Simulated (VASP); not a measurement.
# MgS (P6_3mc) in VASP: notebook, part 2 of 2

VASP 6.6.1. Earlier steps stand in the parts before.

### 3 Single point, PBEsol

This run uses another cell than the first one, of 22.54 Å³/atom.

File INCAR:

```
PREC = Accurate
ENCUT = 520
EDIFF = 1E-7
ISMEAR = -1
SIGMA = 0.05
LREAL = False
LASPH = True
NELM = 60
ALGO = Normal
ISIF = 2
LWAVE = False
LCHARG = False
GGA = PS
NBANDS = 16
```

File KPOINTS:

```
regular mesh
0
Gamma
  8 8 4
```

File POSCAR:

```
MgS
1.0
    4.0285124397      0.0000000000      0.0000000000
   -2.0142562198      3.4887941122      0.0000000000
    0.0000000000      0.0000000000      6.4159336324
S Mg
2 2
Direct
    0.6666666667      0.3333333333      0.8787126311
    0.3333333333      0.6666666667      0.3787126311
    0.3333333333      0.6666666667      0.9962863689
    0.6666666667      0.3333333333      0.4962863689
```

Potentials or basis: VASP PAW PBE potentials, release 64 (S, Mg).

Run with:

```sh
cat potpaw_PBE.64/S/POTCAR potpaw_PBE.64/Mg/POTCAR > POTCAR
mpirun -np 1 vasp_std > vasp.out
```

Wall time 72 s (1 thread of Intel Xeon 8259CL, shared host); peak memory 0.21 GiB.

The run converged. Its results:

* Free energy: -17.8727 eV
* Pressure: -0.1 GPa
* Band gap on the k mesh: 3.31 eV

Forces on the atoms (eV/Å):
```
S    0.000  0.000 -0.003
S    0.000  0.000 -0.003
Mg   0.000  0.000  0.003
Mg   0.000  0.000  0.003
```

Levels at points of the mesh, in eV from the valence-band top:
| k point | band 6 | band 7 | band 8 | band 9 | band 10 | band 11 |
| --- | --- | --- | --- | --- | --- | --- |
| (0.00, 0.00, 0.00) | -0.15 | -0.15 | 0.00 | 3.31 | 4.58 | 7.40 |
| (0.50, 0.00, 0.00) | -1.27 | -0.96 | -0.47 | 4.59 | 5.07 | 5.71 |
| (0.00, 0.00, 0.50) | -0.37 | -0.37 | -0.37 | 4.80 | 4.80 | 7.52 |
| (0.50, 0.00, 0.50) | -0.91 | -0.82 | -0.82 | 4.50 | 4.50 | 6.21 |

Caveat: the PAW data sets were made with another functional, which shifts forces and pressure a little.

### 4 Single point, PBEsol+D3(BJ)

This run uses another cell than the first one, of 22.67 Å³/atom.

File INCAR:

```
SYSTEM = MgS
PREC = Accurate
ENCUT = 520
EDIFF = 1E-6
ISMEAR = -1
SIGMA = 0.05
LREAL = .FALSE.
LASPH = .TRUE.
NELM = 60
ALGO = Normal
ISIF = 2
LWAVE = .FALSE.
LCHARG = .FALSE.
GGA = PS
IVDW = 12
NBANDS = 16
```

File KPOINTS:

```
regular mesh
0
G
  8 8 4
  0 0 0
```

File POSCAR:

```
MgS
1.0
    4.0346224068      0.0000000000      0.0000000000
   -2.0173112034      3.4940854990      0.0000000000
    0.0000000000      0.0000000000      6.4322941800
S Mg
2 2
Direct
    0.6666666667      0.3333333333      0.8792441500
    0.3333333333      0.6666666667      0.3792441500
    0.3333333333      0.6666666667      0.9957548500
    0.6666666667      0.3333333333      0.4957548500
```

Run with:

```sh
cat potpaw_PBE.64/S/POTCAR potpaw_PBE.64/Mg/POTCAR > POTCAR
mpirun -np 1 vasp_std > vasp.out
```

Wall time 58 s (1 thread of Intel Xeon 8259CL, shared host); peak memory 0.22 GiB.

Results (log left out):

```yaml
Free_energy: -18.8124 eV
Pressure: -2.1 GPa
Largest_force: 0.045 eV/Å
Band_gap_on_the_k_mesh: 3.27 eV
Dispersion_energy_per_atom: -0.235 eV
```

Forces on the atoms (eV/Å):
```
S    0.000  0.000 -0.045
S    0.000  0.000 -0.045
Mg   0.000  0.000  0.045
Mg   0.000  0.000  0.045
```

Stress tensor (GPa, compression positive):
```
-1.97  0.00  0.00
 0.00 -1.97  0.00
 0.00  0.00 -2.28
```

Levels at points of the mesh, in eV from the valence-band top:
```
           k point  band 6  band 7  band 8  band 9  band 10  band 11
(0.00, 0.00, 0.00)   -0.16   -0.16    0.00    3.27     4.56     7.38
(0.50, 0.00, 0.00)   -1.27   -0.96   -0.48    4.58     5.05     5.68
(0.00, 0.00, 0.50)   -0.38   -0.38   -0.38    4.77     4.77     7.49
(0.50, 0.00, 0.50)   -0.91   -0.82   -0.82    4.49     4.49     6.18
```

Caveat: three body term missing; the PAW data sets were made with another functional, which shifts forces and pressure a little.

### 5 Relaxation of cell and atoms, PBEsol

This run uses another cell than the first one, of 22.67 Å³/atom.

File INCAR:

```
ALGO = Normal
EDIFF = 1E-6
EDIFFG = -0.01
ENCUT = 600
GGA = PS
IBRION = 2
ISIF = 3
ISMEAR = -1
LASPH = True
LCHARG = False
LREAL = False
LWAVE = False
NELM = 60
NSW = 60
PREC = Accurate
SIGMA = 0.05
```

File KPOINTS:

```
k-points
0
Gamma
  8 8 4
```

POSCAR is that of step 4.

Run with:

```sh
cat potpaw_PBE.64/S/POTCAR potpaw_PBE.64/Mg/POTCAR > POTCAR
mpirun -np 1 vasp_std > vasp.out
```

It took 74 s on 1 thread of Intel Xeon 8259CL, shared host; peak memory 0.25 GiB.

The run converged. Its results:

```
Free energy                           : -17.8736 eV
Relaxed volume                        : 22.50 Å³/atom
Relaxed cell                          : a = 4.028 Å, b = 4.028 Å, c = 6.407 Å, α = 90.00°, β = 90.00°, γ = 120.00°
Space group after relaxing (to 0.1 Å) : P6_3mc (No. 186)
Energy gained by relaxing             : 0.3 meV/atom
Ionic steps                           : 2
Pressure after relaxing               : 0.0 GPa
Largest force after relaxing          : 0.006 eV/Å
Band gap on the k mesh                : 3.31 eV
```

Forces on the atoms (eV/Å):
```
S    0.000  0.000 -0.006
S    0.000  0.000 -0.006
Mg   0.000  0.000  0.006
Mg   0.000  0.000  0.006
```

The path:
| step | energy change (eV) | largest force (eV/Å) | pressure (GPa) | volume (Å³) |
| --- | --- | --- | --- | --- |
| 1 | 0.0000 | 0.0451 | -0.36 | 90.68 |
| 2 | -0.0011 | 0.0058 | 0.04 | 90.01 |

Final structure:
```cif
data_structure
_symmetry_space_group_name_H-M 'P 1'
_symmetry_Int_Tables_number 1
_cell_length_a 4.0278
_cell_length_b 4.0278
_cell_length_c 6.4069
_cell_angle_alpha 90.000
_cell_angle_beta 90.000
_cell_angle_gamma 120.000
_cell_volume 90.01
loop_
_atom_site_label
_atom_site_type_symbol
_atom_site_fract_x
_atom_site_fract_y
_atom_site_fract_z
_atom_site_occupancy
S1 S 0.66667 0.33333 0.87891 1
S2 S 0.33333 0.66667 0.37891 1
Mg1 Mg 0.33333 0.66667 0.99609 1
Mg2 Mg 0.66667 0.33333 0.49609 1
```

Levels at points of the mesh, in eV from the valence-band top:
```tsv
k point	band 5	band 6	band 7	band 8	band 9	band 10	band 11	band 12
(0.00, 0.00, 0.00)	-0.59	-0.16	-0.16	0.00	3.31	4.57	7.39	7.39
(0.50, 0.00, 0.00)	-1.94	-1.28	-0.97	-0.48	4.58	5.07	5.71	7.39
(0.00, 0.00, 0.50)	-0.38	-0.38	-0.38	-0.38	4.80	4.80	7.53	7.53
(0.50, 0.00, 0.50)	-0.92	-0.92	-0.82	-0.82	4.50	4.50	6.21	6.21
```

Caveat: the PAW data sets were made with another functional, which shifts forces and pressure a little.

### 6 Relaxation of cell and atoms, PBEsol+D3(BJ)

This run uses another cell than the first one, of 22.67 Å³/atom.

File INCAR:

```
SYSTEM = MgS
PREC     = Accurate       ! precision mode
ENCUT    = 600            ! plane-wave cutoff, eV
EDIFF    = 1E-7           ! SCF threshold, eV
ISMEAR   = -1             ! smearing method
SIGMA    = 0.05           ! smearing width, eV
LREAL    = .False.        ! projectors in reciprocal space
LASPH    = .True.         ! aspherical terms in the spheres
NELM     = 100            ! most SCF steps
ALGO     = Normal         ! electronic algorithm
ISIF     = 3              ! what is computed and relaxed
LWAVE    = .False.        ! write WAVECAR
LCHARG   = .False.        ! write CHGCAR
GGA      = PS             ! functional
IVDW     = 12             ! dispersion correction
IBRION   = 2              ! ionic algorithm
NSW      = 60             ! ionic steps
EDIFFG   = -0.01          ! ionic threshold
```

File KPOINTS:

```
Automatic mesh
0
Gamma
  8 8 4
  0 0 0
```

POSCAR is that of step 5.

Potentials or basis: VASP PAW PBE potentials, release 64 (S, Mg).

Run with:

```sh
cat potpaw_PBE.64/S/POTCAR potpaw_PBE.64/Mg/POTCAR > POTCAR
mpirun -np 1 vasp_std > vasp.out
```

Wall time 2.1 min (1 thread of Intel Xeon 8259CL, shared host); peak memory 0.26 GiB.

Results (log left out):

```
Free energy                           : -18.8347 eV
Relaxed volume                        : 21.87 Å³/atom
Relaxed cell                          : a = 3.989 Å, b = 3.989 Å, c = 6.348 Å, α = 90.00°, β = 90.00°, γ = 120.00°
Space group after relaxing (to 0.1 Å) : P6_3mc (No. 186)
Energy gained by relaxing             : 5.3 meV/atom
Ionic steps                           : 3
Pressure after relaxing               : 0.0 GPa
Largest force after relaxing          : 0.005 eV/Å
Band gap on the k mesh                : 3.45 eV
Dispersion energy per atom            : -0.244 eV
```

Forces on the atoms (eV/Å):
```
S    0.000  0.000 -0.005
S    0.000  0.000 -0.005
Mg   0.000  0.000  0.005
Mg   0.000  0.000  0.005
```

Stress tensor (GPa, compression positive):
```
 0.05  0.00  0.00
 0.00  0.05  0.00
 0.00  0.00 -0.07
```

Step by step:
```csv
step,energy change (eV),largest force (eV/Å),pressure (GPa),volume (Å³)
1,0.0000,0.0450,-2.05,90.68
2,-0.0205,0.0031,0.43,86.92
3,-0.0213,0.0053,0.01,87.50
```

Final structure:
```xyz
4
Lattice="3.9893 0.0000 0.0000 -1.9946 3.4548 0.0000 0.0000 0.0000 6.3485" Properties=species:S:1:pos:R:3 pbc="T T T"
S     1.9946    1.1516    5.5801
S     0.0000    2.3032    2.4058
Mg    0.0000    2.3032    6.3233
Mg    1.9946    1.1516    3.1491
```

Levels at points of the mesh, in eV from the valence-band top:
```tsv
k point	band 5	band 6	band 7	band 8	band 9	band 10	band 11	band 12
(0.00, 0.00, 0.00)	-0.61	-0.17	-0.17	0.00	3.45	4.66	7.45	7.45
(0.50, 0.00, 0.00)	-2.00	-1.32	-1.01	-0.49	4.59	5.08	5.80	7.42
(0.00, 0.00, 0.50)	-0.40	-0.40	-0.40	-0.40	4.93	4.93	7.58	7.58
(0.50, 0.00, 0.50)	-0.95	-0.95	-0.85	-0.85	4.52	4.52	6.25	6.25
```

Caveat: the PAW data sets were made with another functional, which shifts forces and pressure a little.

### 7 Overview

```tsv
task	level	cell	cutoff (eV)	gap on the mesh (eV)	pressure (GPa)	relaxed volume (Å³/atom)	largest force (eV/Å)
single point	PBEsol+D4	a = 4.009, b = 4.009, c = 6.375 Å, angles 90.0, 90.0, 120.0°, 4 atoms	520	3.38	-0.1	-	-
single point	PBEsol	a = 4.029, b = 4.029, c = 6.416 Å, angles 90.0, 90.0, 120.0°, 4 atoms	520	3.31	-0.1	-	-
single point	PBEsol+D3(BJ)	a = 4.035, b = 4.035, c = 6.432 Å, angles 90.0, 90.0, 120.0°, 4 atoms	520	3.27	-2.1	-	0.04
relaxation of cell and atoms	PBEsol	relaxed from a = 4.035, b = 4.035, c = 6.432 Å, angles 90.0, 90.0, 120.0°, 4 atoms	600	3.31	0.0	22.50	0.01
relaxation of cell and atoms	PBEsol+D3(BJ)	relaxed from a = 4.035, b = 4.035, c = 6.432 Å, angles 90.0, 90.0, 120.0°, 4 atoms	600	3.45	0.0	21.87	0.01
```

Alike in all rows: potentials or basis VASP PAW PBE potentials, release 64 (S, Mg); no spin polarisation; k mesh 8 × 8 × 4; smearing fermi-dirac 0.05 eV.

Caveats: the PAW data sets were made with another functional, which shifts forces and pressure a little; three body term missing (at least some runs).

Total energies depend on the potentials used, so only differences within one code and one set of settings carry meaning.
